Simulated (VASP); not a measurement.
# Al2O3 (P-6m2) in VASP: single point with PBEsol

Aim: the single point of Al2O3 with PBEsol.

All numbers are computed with VASP 6.6.1; they aren't measurements. Logs are shortened: lines on timing, memory, paths and dates and some standing lists are left out, and cuts for length are marked.

### 1 The cell of the first run

Symmetry: P-6m2, No. 187, hexagonal system. Conventional cell: a = 2.884 Å, b = 2.884 Å, c = 9.337 Å, α = 90.00°, β = 90.00°, γ = 120.00°. Al (site symmetry 3m) has 6 O at 1.80 to 2.18 Å within 2.4 Å. O (site symmetry 3m) has 3 Al at 1.80 Å within 2.4 Å. O (site symmetry -6m2) has 6 Al at 2.18 Å and 12 O at 2.66 to 2.88 Å within 2.9 Å.

### 2 Single point, PBEsol

The input, POSCAR:

```
Al2O3
1.0
    2.8843250000      0.0000000000      0.0000000000
   -1.4421620000      2.4978990000      0.0000000000
    0.0000000000      0.0000000000      9.3367540000
Al O
2 3
Direct
    0.0000000000      0.0000000000      0.1499920000
    0.0000000000      0.0000000000      0.8500080000
    0.3333333333      0.6666666667      0.2223170000
    0.6666666667      0.3333333333      0.0000000000
    0.3333333333      0.6666666667      0.7776830000
```

The input, INCAR.step1:

```
SYSTEM = Al2O3
PREC     = Accurate       ! precision mode
ENCUT    = 520            ! plane-wave cutoff, eV
EDIFF    = 1E-6           ! SCF threshold, eV
ISMEAR   = 0              ! smearing method
SIGMA    = 0.01           ! smearing width, eV
LREAL    = .FALSE.        ! projectors in reciprocal space
LASPH    = .TRUE.         ! aspherical terms in the spheres
NELM     = 100            ! most SCF steps
ALGO     = Normal         ! electronic algorithm
ISIF     = 2              ! what is computed and relaxed
LWAVE    = .FALSE.        ! write WAVECAR
LCHARG   = .TRUE.         ! write CHGCAR
GGA      = PS             ! functional
NBANDS   = 20             ! bands
```

The input, KPOINTS.step1:

```
Automatic mesh
0
G
  12 12 4
  0 0 0
```

The input, INCAR.step2:

```
SYSTEM = Al2O3
PREC     = Accurate       ! precision mode
ENCUT    = 520            ! plane-wave cutoff, eV
EDIFF    = 1E-6           ! SCF threshold, eV
ISMEAR   = -5             ! smearing method
SIGMA    = 0.01           ! smearing width, eV
LREAL    = .FALSE.        ! projectors in reciprocal space
LASPH    = .TRUE.         ! aspherical terms in the spheres
NELM     = 100            ! most SCF steps
ALGO     = Normal         ! electronic algorithm
ISIF     = 2              ! what is computed and relaxed
LWAVE    = .FALSE.        ! write WAVECAR
LCHARG   = .FALSE.        ! write CHGCAR
GGA      = PS             ! functional
LORBIT   = 11             ! projections on sites
NBANDS   = 20             ! bands
NEDOS    = 2001           ! points of the DOS
ICHARG   = 11             ! starting density
```

The input, KPOINTS.step2:

```
Automatic mesh
0
G
  18 18 6
  0 0 0
```

Potentials or basis: VASP PAW PBE potentials, release 64 (Al, O).

The run is started by

```console
$ cat potpaw_PBE.64/Al/POTCAR potpaw_PBE.64/O/POTCAR > POTCAR
$ cp INCAR.step1 INCAR
$ cp KPOINTS.step1 KPOINTS
$ mpirun -np 1 vasp_std > vasp.out
$ cp INCAR.step2 INCAR
$ cp KPOINTS.step2 KPOINTS
$ mpirun -np 1 vasp_std > vasp.out
```

OUTCAR:

```text
SYSTEM = Al2O3
   PREC = Accurate
   ENCUT = 520
   EDIFF = 1E-6
   ISMEAR = -5
   LREAL = .FALSE.
   LASPH = .TRUE.
   NELM = 100
   ISIF = 2
   GGA = PS
   LORBIT = 11
   ICHARG = 11

 ion  position               nearest neighbor table
   1  0.000  0.000  0.150-   3 1.80   3 1.80   3 1.80   4 2.18   4 2.18   4 2.18   2 2.80
   2  0.000  0.000  0.850-   5 1.80   5 1.80   5 1.80   4 2.18   4 2.18   4 2.18   1 2.80
   3  0.333  0.667  0.222-   1 1.80   1 1.80   1 1.80
   4  0.667  0.333  0.000-   1 2.18   2 2.18   1 2.18   2 2.18   1 2.18   2 2.18
   5  0.333  0.667  0.778-   2 1.80   2 1.80   2 1.80

  LATTYP: Found a hexagonal cell.
 ALAT       =     2.8843250000
 C/A-ratio  =     3.2370672514

  Lattice vectors:

 A1 = (   2.8843250000,   0.0000000000,   0.0000000000)
 A2 = (  -1.4421620000,   2.4978990000,   0.0000000000)
 A3 = (   0.0000000000,   0.0000000000,   9.3367540000)

Analysis of symmetry for initial positions (statically):
=====================================================================
 Subroutine PRICEL returns:
 Original cell was already a primitive cell.

 Routine SETGRP: Setting up the symmetry group for a
 hexagonal supercell.

 Subroutine GETGRP returns: Found 12 space group operations
 (whereof 12 operations were pure point group operations)
 out of a pool of 24 trial point group operations.

The static configuration has the point symmetry D_3h.

Analysis of symmetry for dynamics (positions and initial velocities):
=====================================================================
 Subroutine PRICEL returns:
 Original cell was already a primitive cell.

 Routine SETGRP: Setting up the symmetry group for a
 hexagonal supercell.

 Subroutine GETGRP returns: Found 12 space group operations
 (whereof 12 operations were pure point group operations)
 out of a pool of 24 trial point group operations.

The dynamic configuration has the point symmetry D_3h.

 Subroutine INISYM returns: Found 12 space group operations
 (whereof 12 operations are pure point group operations),
 and found     1 'primitive' translations

----------------------------------------------------------------------------------------

                                     Primitive cell

  volume of cell :      67.2690

  direct lattice vectors                    reciprocal lattice vectors
     2.884325000  0.000000000  0.000000000     0.346701568  0.200168152  0.000000000
    -1.442162000  2.497899000  0.000000000     0.000000000  0.400336443  0.000000000
[... 100 lines left out ...]
   ISYM   =      2    0-nonsym 1-usesym 2-fastsym
   POTIM  = 0.5000    time-step for ionic-motion
   TEBEG  =    0.0;   TEEND  =   0.0 temperature during run
   PSTRESS=    0.0 pullay stress
   NELECT =      24.0000    total number of electrons
   NUPDOWN=      -1.0000    fix difference up-down
   EMIN   =  10.00;   EMAX   =-10.00  energy-range for DOS
   EFERMI =   0.00;   METHOD = LEGACY
   ISMEAR =    -5;   SIGMA  =   0.01  broadening in eV -4-tet -1-fermi 0-gaus
   EFERMI_NEDOS =   21; number of points for ismear=-14 and -15
   IALGO  =     38    algorithm
   IMIX   =      4    mixing-type and parameters
     AMIX     =   0.40;   BMIX     =  1.00
     AMIX_MAG =   1.60;   BMIX_MAG =  1.00
  volume/ion in A,a.u.               =      13.45        90.79
  Fermi-wavevector in a.u.,A,eV,Ry     =   1.161111  2.194181 18.343072  1.348178
  Thomas-Fermi vector in A             =   2.297686
   LORBIT       =     11    0 simple, 1 ext, 2 COOP (PROOUT), +10 PAW based schemes
   GGA     = PS    functional components
   LHFCALC =     F    Hartree Fock is set to
   AEXX    =    0.0000 exact exchange contribution
   IVDW    =     0    specifies the selected vdW correction
   LEPSILON=     F    determine dielectric tensor
   LRPA    =     F    only Hartree local field effects (RPA)
 non-spin polarized calculation
 Fermi weights with tetrahedron method with Bloechl corrections
  energy-cutoff  :      520.00
  volume of cell :       67.27
 maximum number of plane-waves:      1846
 NGX is ok and might be reduce to    24

 number of electron      23.9999983 magnetization

 Free energy of the ion-electron system (eV)
  ---------------------------------------------------
  ext. energy  EPLUGINS =         0.00000000
  ---------------------------------------------------
  free energy    TOTEN  =       -38.13131089 eV

  energy without entropy =      -38.13131089  energy(sigma->0) =      -38.13131089

 E-fermi :   0.8149     XC(G=0):  -8.6149

 val. band max:        0.8107192759   @ k =   0.1111   0.1111   0.0000
 cond. band min:       5.5433580686   @ k =   0.0000   0.0000   0.0000
 fundamental gap:      4.7326387927
 Fermi energy:         0.8149208415

 k-point     1 :       0.0000    0.0000    0.0000
  band No.  band energies     occupation
      1     -17.8479      2.00000
      2     -16.8127      2.00000
      3     -15.6090      2.00000
      4      -4.1999      2.00000
      5      -1.3277      2.00000
      6      -0.6827      2.00000
[... 541 lines left out ...]
     19      14.0160      0.00000
     20      14.6965      0.00000

 [... further k-points ...]
[... 5 lines left out ...]
  --------------------------------------------------------------------------------------
  -------------------------------------------------------------------------------------
  Total       -1.2761620     -1.2761623     -0.9133129     -0.0000003      0.0000000     -0.0000000
  in kB      -30.3949479    -30.3949547    -21.7528007     -0.0000061      0.0000000     -0.0000000
  external PRESSURE =     -27.5142344 kB  Pullay stress =       0.0000000 kB

 VOLUME and BASIS-vectors are now :
 -----------------------------------------------------------------------------
  energy-cutoff  :      520.00
  volume of cell :       67.27
      direct lattice vectors                 reciprocal lattice vectors
     2.884325000  0.000000000  0.000000000     0.346701568  0.200168152  0.000000000
    -1.442162000  2.497899000  0.000000000     0.000000000  0.400336443  0.000000000
     0.000000000  0.000000000  9.336754000     0.000000000  0.000000000  0.107103604

 POSITION                                       TOTAL-FORCE (eV/Angst)
 -----------------------------------------------------------------------------------
      0.00000      0.00000      1.40044         0.000000     -0.000000     -0.086187
      0.00000      0.00000      7.93632         0.000000     -0.000000      0.086187
      0.00000      1.66527      2.07572        -0.000000      0.000000     -0.143451
      1.44216      0.83263      0.00000        -0.000000     -0.000000      0.000000
      0.00000      1.66527      7.26103        -0.000000     -0.000000      0.143451
 -----------------------------------------------------------------------------------
    total drift:                                0.000931     -0.000537      0.000000

  FREE ENERGIE OF THE ION-ELECTRON SYSTEM (eV)
  ---------------------------------------------------
  free  energy   TOTEN  =       -38.1313108917 eV

  energy  without entropy=      -38.1313108917  energy(sigma->0) =      -38.13131089

 total charge

# of ion       s       p       d       tot
------------------------------------------
    1        0.327   0.402   0.000   0.729
    2        0.327   0.402   0.000   0.729
    3        1.548   3.620   0.000   5.169
    4        1.549   3.481   0.000   5.030
    5        1.548   3.620   0.000   5.169
--------------------------------------------------
tot          5.300  11.525   0.000  16.825
```

Run time: 79 s. Hardware: 1 thread of Intel Xeon 6975P-C (Granite Rapids), shared host; peak memory 0.28 GiB.

What came out:

| Item | Value |
| --- | --- |
| Valence electrons inside the program's atomic spheres | Al 0.73; O 5.17, 5.03 (each value once) |

Levels at points of the mesh, in eV from the valence-band top:
```
           k point  band 8  band 9  band 10  band 11  band 12  band 13  band 14  band 15  band 16  band 17
(0.00, 0.00, 0.00)   -1.26   -1.26    -0.53    -0.53    -0.25     4.73     7.41     7.74     9.18    12.93
(0.50, 0.00, 0.00)   -2.25   -1.99    -1.01    -0.83    -0.59     7.69     8.76     8.90    10.88    12.08
(0.00, 0.00, 0.50)   -1.26   -1.26    -0.53    -0.53    -0.30     4.86     7.03     7.85     9.51    12.71
(0.50, 0.00, 0.50)   -2.25   -1.99    -1.01    -0.84    -0.58     7.70     8.72     8.96    10.67    12.50
```

Caveat: the PAW data sets were made with another functional, which shifts forces and pressure a little.
